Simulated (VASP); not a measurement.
# Ta (Im-3m) in VASP: a series of runs

Ta is run at these levels: PBEsol+D3(BJ); tasks: single point.

Everything below comes from runs of VASP 6.6.1. Logs are shortened: lines on timing, memory, paths and dates and some standing lists are left out, and cuts for length are marked.

## 1. The cell of the first run

Symmetry: Im-3m, No. 229, cubic system. The conventional cell has a = 3.252 Å, b = 3.252 Å, c = 3.252 Å, α = 90.00°, β = 90.00°, γ = 90.00°. Ta (site symmetry m-3m) has 14 Ta at 2.82 to 3.25 Å within 3.7 Å.

## 2. Single point, PBEsol+D3(BJ)

File INCAR:

```
SYSTEM = Ta
PREC = Accurate ; ENCUT = 520
EDIFF = 1E-7 ; ISMEAR = -1
SIGMA = 0.1 ; LREAL = .FALSE.
LASPH = .TRUE. ; NELM = 100
ALGO = Normal ; ISIF = 2
LWAVE = .FALSE. ; LCHARG = .FALSE.
GGA = PS ; IVDW = 12
NBANDS = 12
```

File KPOINTS:

```
Automatic mesh
0
G
  11 11 11
  0 0 0
```

File POSCAR:

```
Ta
1.0
   -1.6262188272      1.6262188272      1.6262188272
    1.6262188272     -1.6262188272      1.6262188272
    1.6262188272      1.6262188272     -1.6262188272
Ta
1
Direct
    0.0000000000      0.0000000000      0.0000000000
```

Potentials or basis: VASP PAW PBE potentials, release 64 (Ta_pv).

Command:

```sh
$ cat potpaw_PBE.64/Ta_pv/POTCAR > POTCAR
$ mpirun -np 1 vasp_std > vasp.out
```

OUTCAR:

```text
SYSTEM = Ta
   PREC = Accurate
   ENCUT = 520
   EDIFF = 1E-7
   ISMEAR = -1
   LREAL = .FALSE.
   LASPH = .TRUE.
   NELM = 100
   ISIF = 2
   GGA = PS
   IVDW = 12
 IVDW          = 12

 ion  position               nearest neighbor table
   1  0.000  0.000  0.000-

  LATTYP: Found a body centered cubic cell.
 ALAT       =     3.2524376544

  Lattice vectors:

 A1 = (  -1.6262188272,   1.6262188272,   1.6262188272)
 A2 = (   1.6262188272,  -1.6262188272,   1.6262188272)
 A3 = (   1.6262188272,   1.6262188272,  -1.6262188272)

Analysis of symmetry for initial positions (statically):
=====================================================================
 Subroutine PRICEL returns:
 Original cell was already a primitive cell.

 Routine SETGRP: Setting up the symmetry group for a
 body centered cubic supercell.

 Subroutine GETGRP returns: Found 48 space group operations
 (whereof 48 operations were pure point group operations)
 out of a pool of 48 trial point group operations.

The static configuration has the point symmetry O_h .

Analysis of symmetry for dynamics (positions and initial velocities):
=====================================================================
 Subroutine PRICEL returns:
 Original cell was already a primitive cell.

 Routine SETGRP: Setting up the symmetry group for a
 body centered cubic supercell.

 Subroutine GETGRP returns: Found 48 space group operations
 (whereof 48 operations were pure point group operations)
 out of a pool of 48 trial point group operations.

The dynamic configuration has the point symmetry O_h .

 Subroutine INISYM returns: Found 48 space group operations
 (whereof 48 operations are pure point group operations),
 and found     1 'primitive' translations

----------------------------------------------------------------------------------------

                                     Primitive cell

  volume of cell :      17.2027

  direct lattice vectors                    reciprocal lattice vectors
    -1.626218827  1.626218827  1.626218827     0.000000000  0.307461697  0.307461697
     1.626218827 -1.626218827  1.626218827     0.307461697  0.000000000  0.307461697
     1.626218827  1.626218827 -1.626218827     0.307461697  0.307461697  0.000000000

  length of vectors
     2.816693633  2.816693633  2.816693633     0.434816502  0.434816502  0.434816502

  position of ions in fractional coordinates (direct lattice)
     0.000000000  0.000000000  0.000000000

  ion indices of the primitive-cell ions
   primitive index   ion index
                 1           1

----------------------------------------------------------------------------------------

 KPOINTS: Automatic mesh

Automatic generation of k-mesh.
 Grid dimensions read from file:
 generate k-points for:   11   11   11

 Generating k-lattice:

  Cartesian coordinates                     Fractional coordinates (reciprocal lattice)
     0.000000000  0.027951063  0.027951063     0.090909091  0.000000000  0.000000000
     0.027951063  0.000000000  0.027951063     0.000000000  0.090909091  0.000000000
     0.027951063  0.027951063  0.000000000     0.000000000  0.000000000  0.090909091

  Length of vectors
     0.039528773  0.039528773  0.039528773

  Shift w.r.t. Gamma in fractional coordinates (k-lattice)
     0.000000000  0.000000000  0.000000000

 Subroutine IBZKPT returns following result:
 ===========================================

 Found     56 irreducible k-points:

 Following reciprocal coordinates:
            Coordinates               Weight
  0.000000  0.000000  0.000000      1.000000
  0.090909  0.000000  0.000000     12.000000
  0.181818  0.000000  0.000000     12.000000
  0.272727  0.000000  0.000000     12.000000
  0.363636  0.000000  0.000000     12.000000
  0.454545  0.000000  0.000000     12.000000
[... 16 lines left out ...]
  0.272727  0.181818  0.090909     48.000000
  0.363636  0.181818  0.090909     24.000000
 [... further k-points ...]
   k-points           NKPTS =     56   k-points in BZ     NKDIM =     56   number of bands    NBANDS=     12
   number of dos      NEDOS =    301   number of ions     NIONS =      1
   total plane-waves  NPLWV =  13824
   dimension x,y,z NGX =    24 NGY =   24 NGZ =   24
   dimension x,y,z NGXF=    48 NGYF=   48 NGZF=   48
   ions per type =               1
   NGX,Y,Z   is equivalent  to a cutoff of  14.17, 14.17, 14.17 a.u.
   NGXF,Y,Z  is equivalent  to a cutoff of  28.33, 28.33, 28.33 a.u.
 SYSTEM =  Ta
   PREC   = accura    normal or accurate (medium, high low for compatibility)
   ISTART =      0    job   : 0-new  1-cont  2-samecut
   ICHARG =      2    charge: 1-file 2-atom 10-const
   ISPIN  =      1    spin polarized calculation?
   LNONCOLLINEAR =      F non collinear calculations
   LSORBIT =      F    spin-orbit coupling
   LASPH  =      T    aspherical Exc in radial PAW
   ENCUT  =  520.0 eV  38.22 Ry    6.18 a.u.   5.24  5.24  5.24*2*pi/ulx,y,z
   NELM   =    100;   NELMIN=  2; NELMDL= -5     # of ELM steps
   EDIFF  = 0.1E-06   stopping-criterion for ELM
   LREAL  =      F    real-space projection
   EDIFFG = 0.1E-05   stopping-criterion for IOM
   NSW    =      0    number of steps for IOM
   IBRION =     -1    ionic relax: 0-MD 1-quasi-New 2-CG
   NFREE  =      0    steps in history (QN), initial steepest desc. (CG)
   ISIF   =      2    stress and relaxation
   ISYM   =      2    0-nonsym 1-usesym 2-fastsym
   POTIM  = 0.5000    time-step for ionic-motion
   TEBEG  =    0.0;   TEEND  =   0.0 temperature during run
   PSTRESS=    0.0 pullay stress
   NELECT =      11.0000    total number of electrons
   NUPDOWN=      -1.0000    fix difference up-down
   EMIN   =  10.00;   EMAX   =-10.00  energy-range for DOS
   EFERMI =   0.00;   METHOD = LEGACY
   ISMEAR =    -1;   SIGMA  =   0.10  broadening in eV -4-tet -1-fermi 0-gaus
   EFERMI_NEDOS =   21; number of points for ismear=-14 and -15
   IALGO  =     38    algorithm
   IMIX   =      4    mixing-type and parameters
     AMIX     =   0.40;   BMIX     =  1.00
     AMIX_MAG =   1.60;   BMIX_MAG =  1.00
  volume/ion in A,a.u.               =      17.20       116.09
  Fermi-wavevector in a.u.,A,eV,Ry     =   1.410393  2.665256 27.064815  1.989208
  Thomas-Fermi vector in A             =   2.532351
   LORBIT       =      0    0 simple, 1 ext, 2 COOP (PROOUT), +10 PAW based schemes
   GGA     = PS    functional components
   LHFCALC =     F    Hartree Fock is set to
   AEXX    =    0.0000 exact exchange contribution
   IVDW    =    12    specifies the selected vdW correction
   LEPSILON=     F    determine dielectric tensor
   LRPA    =     F    only Hartree local field effects (RPA)
 non-spin polarized calculation
  energy-cutoff  :      520.00
  volume of cell :       17.20
 maximum number of plane-waves:       472
 NGX is ok and might be reduce to    24
   NGX = 11   NGY = 11   NGZ = 11

 number of electron      10.9999999 magnetization

 Free energy of the ion-electron system (eV)
  ---------------------------------------------------
  ext. energy  EPLUGINS =         0.00000000
  ---------------------------------------------------
  free energy    TOTEN  =       -12.56595657 eV

  energy without entropy =      -12.52839543  energy(sigma->0) =      -12.54717600

 E-fermi :   5.7032     XC(G=0): -12.9651

 val. band max:        5.6135930466   @ k =  -0.4545  -0.4545   0.0909
 cond. band min:       5.7806433687   @ k =  -0.1818   0.2727   0.0909
 fundamental gap:      0.1670503222
 Fermi energy:         5.7032205904

 k-point     1 :       0.0000    0.0000    0.0000
  band No.  band energies     occupation
      1     -27.1412      2.00000
      2     -27.1412      2.00000
      3     -27.1412      2.00000
      4      -2.4072      2.00000
      5       6.4155      0.00161
      6       6.4156      0.00161
      7       6.4156      0.00161
      8       9.8518      0.00000
      9       9.8518      0.00000
     10      20.5195      0.00000
     11      20.9550      0.00000
     12      20.9550      0.00000

 k-point     2 :       0.0909    0.0000    0.0000
  band No.  band energies     occupation
      1     -27.2605      2.00000
      2     -27.1774      2.00000
      3     -27.1420      2.00000
      4      -2.0192      2.00000
      5       6.1655      0.01946
      6       6.3307      0.00376
      7       6.8000      0.00003
      8       9.4771      0.00000
      9       9.8538      0.00000
     10      20.5192      0.00000
     11      21.2972      0.00000
     12      21.6301      0.00000

 k-point     3 :       0.1818    0.0000    0.0000
  band No.  band energies     occupation
      1     -27.5706      2.00000
      2     -27.2734      2.00000
      3     -27.1441      2.00000
      4      -0.9793      2.00000
      5       5.5626      1.60630
      6       5.9327      0.18312
      7       7.9208      0.00000
      8       9.1109      0.00000
      9       9.9124      0.00000
     10      20.5173      0.00000
     11      21.7888      0.00000
     12      23.4940      0.00000
[... 286 lines left out ...]
 k-point    23 :       0.2727    0.1818    0.0909
  band No.  band energies     occupation
      1     -28.2699      2.00000
      2     -27.6755      2.00000
      3     -27.3594      2.00000
      4       2.7408      2.00000
      5       4.0682      2.00000
      6       5.1198      1.99416
      7      10.2413      0.00000
      8      10.8361      0.00000
      9      15.3960      0.00000
     10      16.6760      0.00000
     11      20.2296      0.00000
     12      20.5362      0.00000

 k-point    24 :       0.3636    0.1818    0.0909
  band No.  band energies     occupation
      1     -28.2738      2.00000
      2     -27.7663      2.00000
      3     -27.3689      2.00000
      4       2.7366      2.00000
      5       4.0067      2.00000
      6       5.8267      0.45067
      7      10.3374      0.00000
      8      10.9498      0.00000
      9      15.3434      0.00000
     10      16.3890      0.00000
     11      19.5806      0.00000
     12      20.5326      0.00000

 [... further k-points ...]

------------------------ aborting loop because EDIFF is reached ----------------------------------------

 Edisp (eV)   -0.76246

 E8    (eV) :    -0.5667

  FORCE on cell =-STRESS in cart. coord.  units (eV):
  Direction    XX          YY          ZZ          XY          YZ          ZX
  --------------------------------------------------------------------------------------
  -------------------------------------------------------------------------------------
  Total      -0.11925    -0.11925    -0.11925     0.00000     0.00000    -0.00000
  in kB     -11.10597   -11.10597   -11.10597     0.00000     0.00000    -0.00000
  external pressure =      -11.11 kB  Pullay stress =        0.00 kB

 VOLUME and BASIS-vectors are now :
 -----------------------------------------------------------------------------
  energy-cutoff  :      520.00
  volume of cell :       17.20
      direct lattice vectors                 reciprocal lattice vectors
    -1.626218827  1.626218827  1.626218827     0.000000000  0.307461697  0.307461697
     1.626218827 -1.626218827  1.626218827     0.307461697  0.000000000  0.307461697
     1.626218827  1.626218827 -1.626218827     0.307461697  0.307461697  0.000000000

 POSITION                                       TOTAL-FORCE (eV/Angst)
 -----------------------------------------------------------------------------------
      0.00000      0.00000      0.00000         0.000000      0.000000      0.000000
 -----------------------------------------------------------------------------------
    total drift:                               -0.000000      0.000000      0.000000

  FREE ENERGIE OF THE ION-ELECTRON SYSTEM (eV)
  ---------------------------------------------------
  free  energy   TOTEN  =       -13.3284210657 eV

  energy  without entropy=      -13.2908599262  energy(sigma->0) =      -13.30964050
```

Wall time 12 s (1 thread of AMD EPYC 7R43 (Zen 3), shared host); peak memory 0.12 GiB.

What came out:

```yaml
Free_energy: -13.3284 eV
Pressure: -1.1 GPa
Dispersion_energy_per_atom: -0.762 eV
```

Caveat: three body term missing; the PAW data sets were made with another functional, which shifts forces and pressure a little; spin-orbit coupling is left out, which moves the levels of the heavy elements; pairwise dispersion overbinds metals, which lowers pressure and volume.

## 3. Single point, PBEsol+D3(BJ)

This run uses another cell than the first one, of 18.01 Å³/atom, 1.047 times its volume.

File INCAR:

```
SYSTEM = Ta
ALGO = Normal
EDIFF = 1E-6
ENCUT = 520
GGA = PS
ISIF = 2
ISMEAR = -1
IVDW = 12
LASPH = .TRUE.
LCHARG = .TRUE.
LELF = .TRUE.
LREAL = .FALSE.
LVHAR = .TRUE.
LWAVE = .FALSE.
NBANDS = 12
NELM = 60
PREC = Accurate
SIGMA = 0.1
```

File KPOINTS:

```
k-points
0
G
  11 11 11
  0 0 0
```

File POSCAR:

```
Ta
1.0
   -1.6512800000      1.6512800000      1.6512800000
    1.6512800000     -1.6512800000      1.6512800000
    1.6512800000      1.6512800000     -1.6512800000
Ta
1
Direct
    0.0000000000      0.0000000000      0.0000000000
```

Potentials or basis: VASP PAW PBE potentials, release 64 (Ta_pv).

Command:

```sh
$ cat potpaw_PBE.64/Ta_pv/POTCAR > POTCAR
$ mpirun -np 1 vasp_std > vasp.out
```

Run time: 13 s. Hardware: 1 thread of AMD EPYC 7R43 (Zen 3), shared host; peak memory 0.11 GiB.

It converged, with:

- Free energy: -13.2990 eV
- Pressure: -10.3 GPa
- Dispersion energy per atom: -0.728 eV

Levels at points of the mesh, in eV from the Fermi level:
```csv
k point,band 2,band 3,band 4,band 5,band 6,band 7,band 8,band 9
"(0.00, 0.00, 0.00)",-33.03,-33.03,-7.94,0.71,0.71,0.71,3.98,3.98
```

Caveat: three body term missing; the PAW data sets were made with another functional, which shifts forces and pressure a little; spin-orbit coupling is left out, which moves the levels of the heavy elements; pairwise dispersion overbinds metals, which lowers pressure and volume.
